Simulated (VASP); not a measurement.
Runs of VASP 6.6.1 on SnO (Romarchite). The structure is that of space group P4/nmm (No. 129), or close to it. The cells are those of the table. 

| task | level | cell | cutoff (eV) | smearing | gap on the mesh (eV) | pressure (GPa) | relaxed volume (Å³/atom) | largest force (eV/Å) |
| --- | --- | --- | --- | --- | --- | --- | --- | --- |
| single point | r2SCAN+rVV10 | a = 3.792, b = 3.792, c = 4.780 Å, 4 atoms | 520 | methfessel-paxton 0.3 eV | 0.44 | 0.7 | - | 0.14 |
| relaxation of cell and atoms | r2SCAN+rVV10 | relaxed from a = 3.799, b = 3.799, c = 4.841 Å, 4 atoms | 600 | methfessel-paxton 0.3 eV | (a) | -0.2 | 17.43 | 0.02 |
| relaxation of cell and atoms | PBE | relaxed from a = 3.799, b = 3.799, c = 4.841 Å, 4 atoms | 600 | methfessel-paxton 0.126 eV | 0.75 | 0.0 | 18.50 | 0.03 |
| single point | r2SCAN | a = 3.808, b = 3.808, c = 4.946 Å, 4 atoms | 520 | methfessel-paxton 0.109 eV | (b) | 0.6 | - | 0.14 |
| single point | PBE | a = 3.868, b = 3.868, c = 5.076 Å, 4 atoms | 520 | methfessel-paxton 0.126 eV | (c) | (d) | - | 0.08 |

Alike in all rows: potentials or basis VASP PAW PBE potentials, release 64 (Sn_d, O); no spin polarisation; k mesh 5 × 5 × 4.

Fill in the values left out.

(a) 0.51; (b) 0.79; (c) 0.91; (d) 0.2.

Caveats: spin-orbit coupling is left out, which moves the levels of the heavy elements; the PAW data sets were made with another functional, which shifts forces and pressure a little (some runs); the relaxation stopped at a loose force limit of 0.05 eV/Å, so its end isn't a converged minimum (some runs).

A k mesh can miss the band edges, and the runs leave out spin-orbit coupling on Sn.
